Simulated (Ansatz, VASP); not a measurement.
# GaAs: VASP beside Ansatz

File INCAR:

```
ALGO     = Normal         # electronic algorithm
DIPOL    = 0.5 0.5 0.500
EDIFF    = 1E-6           # SCF threshold, eV
ENCUT    = 520            # plane-wave cutoff, eV
GGA      = PE             # functional
IDIPOL   = 3            
ISIF     = 2              # what is computed and relaxed
ISMEAR   = 0              # smearing method
LASPH    = T              # aspherical terms in the spheres
LCHARG   = F              # write CHGCAR
LDIPOL   = T            
LREAL    = F              # projectors in reciprocal space
LWAVE    = F              # write WAVECAR
NBANDS   = 26             # bands
NELM     = 100            # most SCF steps
PREC     = Accurate       # precision mode
SIGMA    = 0.1            # smearing width, eV
```

File KPOINTS:

```
k-points
0
Gamma
  4 4 1
```

The input POSCAR:

```
GaAs
1.0
    7.0456690000      0.0000000000      0.0000000000
    0.0000000000      7.0456690000      0.0000000000
    0.0000000000      0.0000000000     15.0000000000
Ga As
2 2
Direct
    0.5000000000      0.0000000000      0.5142871900
    0.0000000000      0.5000000000      0.4857128100
    0.0000000000      0.0000000000      0.5000000000
    0.5000000000      0.5000000000      0.5000000000
```

Input for Ansatz:

```yaml
crystal:
  lattice:
    - [7.045669, 0.0, 0.0]
    - [0.0, 7.045669, 0.0]
    - [0.0, 0.0, 15.0]
  atoms:
    - { symbol: Ga, position: [0.5, 0.0, 0.51428719] }
    - { symbol: Ga, position: [0.0, 0.5, 0.48571281] }
    - { symbol: As, position: [0.0, 0.0, 0.5] }
    - { symbol: As, position: [0.5, 0.5, 0.5] }
  periodic: [true, true, false]
basis:
  ecutwfc: 420
kpoints:
  mp_grid: { grid: [4, 4, 1] }
hamiltonian:
  xc: pbe
scf:
  occupations: { method: gaussian, width: 0.1 }
  lower_state_search: "off"
output:
  forces: true
  stress: true
  eigenvalues: true
```

Alike in both runs: task single point; functional PBE; k mesh 4 × 4 × 1; occupations gaussian, width 0.1 eV; no spin polarisation.

|  | VASP | Ansatz |
| --- | --- | --- |
| version | VASP 6.6.1 | Ansatz 0.2.0 |
| potentials or method | VASP PAW PBE potentials, release 64 (Ga_d, As), cutoff 520 eV | scalar-relativistic, plane waves, PAW |
| valence electrons in the cell | 36 | 56 |

```csv
,VASP,Ansatz,Ansatz less VASP
gap on the k mesh at the Fermi level (eV),none,none,-
rms of the force components (eV/Å),0.068,0.068,-0.0002
```

Atom by atom the forces differ by 0.000 eV/Å (rms over components). A gap of «none» marks a metal or a gap that the smearing closes. The functional is the same, so the differences come from potentials, cutoffs and numerics. VASP's potentials hold 36 valence electrons a cell and Ansatz's 56, so a difference there can come from the potentials and not from the codes. Ansatz's warnings: slab cell height set.
